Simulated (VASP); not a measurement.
A run of VASP 6.6.1 is set up as follows.

The input INCAR:

```
  PREC = Accurate
  ENCUT = 400
  EDIFF = 1E-6
  ISMEAR = -1
  SIGMA = 0.05
  LREAL = False
  LASPH = True
  NELM = 120
  ALGO = Normal
  ISIF = 2
  LWAVE = False
  LCHARG = True
  GGA = PS
  LELF = True
  LVHAR = True
  NBANDS = 66
  GGA_COMPAT = False
```

KPOINTS

```
Automatic mesh
0
Gamma
  6 6 1
```

File POSCAR:

```
Zn5CdSe5S
1.0
    2.9122460000      2.9122460000      0.0000000000
   -2.9122460000      2.9122460000      0.0000000000
    0.0000000000      0.0000000000     16.6373290000
Cd Zn S Se
1 5 1 5
Direct
    0.0000000000      0.0000000000      0.0000000000
    0.0000000000      0.0000000000      0.3400340000
    0.0000000000      0.0000000000      0.6700170000
    0.5000000000      0.5000000000      0.1750430000
    0.5000000000      0.5000000000      0.5050260000
    0.5000000000      0.5000000000      0.8350090000
    0.5000000000      0.0000000000      0.0875210000
    0.5000000000      0.0000000000      0.4225300000
    0.5000000000      0.0000000000      0.7525130000
    0.0000000000      0.5000000000      0.2575390000
    0.0000000000      0.5000000000      0.5875210000
    0.0000000000      0.5000000000      0.9175040000
```

Potentials or basis: VASP PAW PBE potentials, release 64 (Cd, Zn, S, Se).

Run with:

```sh
$ cat potpaw_PBE.64/Cd/POTCAR potpaw_PBE.64/Zn/POTCAR potpaw_PBE.64/S/POTCAR potpaw_PBE.64/Se/POTCAR > POTCAR
$ mpirun -np 1 vasp_std > vasp.out
```

Task: What does it give for the pressure?

Result: -1.7 GPa.

Task: Predict the largest force.

Result: 1.447 eV/Å.

Task: Predict the band gap on the k mesh.

Result: 0.95 eV.

Stress tensor (GPa, compression positive):
```
-2.12 -0.52  0.00
-0.52 -2.12  0.00
 0.00  0.00 -0.76
```

Caveat: the PAW data sets were made with another functional, which shifts forces and pressure a little.
